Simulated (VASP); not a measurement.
Crystal: AlCo (NiAs type).

```
Co Al
1.0
     2.50636    0.00000    0.00000
    -1.25318    2.17058    0.00000
     0.00000    0.00000    7.18488
Co Al
2 2
Cartesian
  0.0000 0.0000 0.0000
  0.0000 0.0000 3.5924
  0.0000 1.4471 1.7962
  1.2532 0.7235 5.3887
```

This cell differs from its parent crystal: volume scaled by 0.8.

Base run:

* Program: VASP 6.6.1
* Functional: PBE
* Potentials or basis: VASP PAW PBE potentials, release 64 (Co, Al)
* Cutoff: 520 eV
* k mesh: 10 × 10 × 6
* Occupations: fermi-dirac, width 0.05 eV
* Spin: no spin polarisation

Its results: band gap on the k mesh zero (band 12 reaches 13.69 eV, above the bottom of band 13 at 12.04 eV); pressure 57.1 GPa.

The run is repeated on the same cell with these changes: potentials or basis from VASP PAW PBE potentials, release 64 (Co, Al) to VASP PAW PBE potentials, release 64 (Co_sv, Al); cutoff from 520 eV to 600 eV; further incar settings from ALGO = Normal; EDIFF = 1e-06; NBANDS = 20 to ALGO = Normal; EDIFF = 1e-06; NBANDS = 28; valence electrons from 24 to 40. What comes out?

Band gap on the k mesh zero (band 20 reaches 14.66 eV, above the bottom of band 21 at 13.00 eV); pressure 55.1 GPa.
